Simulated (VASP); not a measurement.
Set up this calculation in VASP 6.6.1, as the native input.

| Item | Value |
| --- | --- |
| Task | relaxation of shape and atoms at fixed volume |
| Functional | PBE |
| Dispersion | D3(BJ) |
| Potentials or basis | VASP PAW PBE potentials, release 64 (C) |
| Cutoff | 600 eV |
| k mesh | 14 × 14 × 8 |
| Occupations | gaussian, width 0.02 eV |
| Spin | no spin polarisation |
| Dipole correction | no |
| Further INCAR settings | ALGO = Normal; EDIFF = 1e-07; IBRION = 2; EDIFFG = -0.01; NSW = 50; ISIF = 4 |

The structure of C lies in POSCAR:

```
C
1.0
    2.1105496003     -1.2185295204     -0.0112955856
    2.1105496003      1.2185295204     -0.0112955856
   -1.3872175491      0.0000000000      3.2519042519
C
2
Direct
    0.8333875144      0.8333875144      0.0001641284
    0.1666124856      0.1666124856      0.9998358716
```

The input as run:

INCAR

```
SYSTEM = C
PREC     = Accurate       ! precision mode
ENCUT    = 600            ! plane-wave cutoff, eV
EDIFF    = 1E-7           ! SCF threshold, eV
ISMEAR   = 0              ! smearing method
SIGMA    = 0.02           ! smearing width, eV
LREAL    = .False.        ! projectors in reciprocal space
LASPH    = .True.         ! aspherical terms in the spheres
NELM     = 120            ! most SCF steps
ALGO     = Normal         ! electronic algorithm
ISIF     = 4              ! what is computed and relaxed
LWAVE    = .False.        ! write WAVECAR
LCHARG   = .False.        ! write CHGCAR
GGA      = PE             ! functional
IVDW     = 12             ! dispersion correction
IBRION   = 2              ! ionic algorithm
NSW      = 50             ! ionic steps
EDIFFG   = -0.01          ! ionic threshold
GGA_COMPAT= .False.      
NELMIN   = 4
```

KPOINTS

```
Automatic mesh
0
Gamma
  14 14 8
  0 0 0
```

Potentials or basis: VASP PAW PBE potentials, release 64 (C).

Run with:

```bash
$ cat potpaw_PBE.64/C/POTCAR > POTCAR
$ mpirun -np 1 vasp_std > vasp.out
```

It gave:

| Item | Value |
| --- | --- |
| Energy gained by relaxing | 7.6 meV/atom |
| Ionic steps | 3 |
| Pressure after relaxing | 2.5 GPa |
| Largest force after relaxing | 0.008 eV/Å |
| Dispersion energy per atom | -0.166 eV |

Wall time 2.5 min on 1 thread of Intel Xeon 8259CL, with other jobs on the host, peak memory 0.19 GiB.
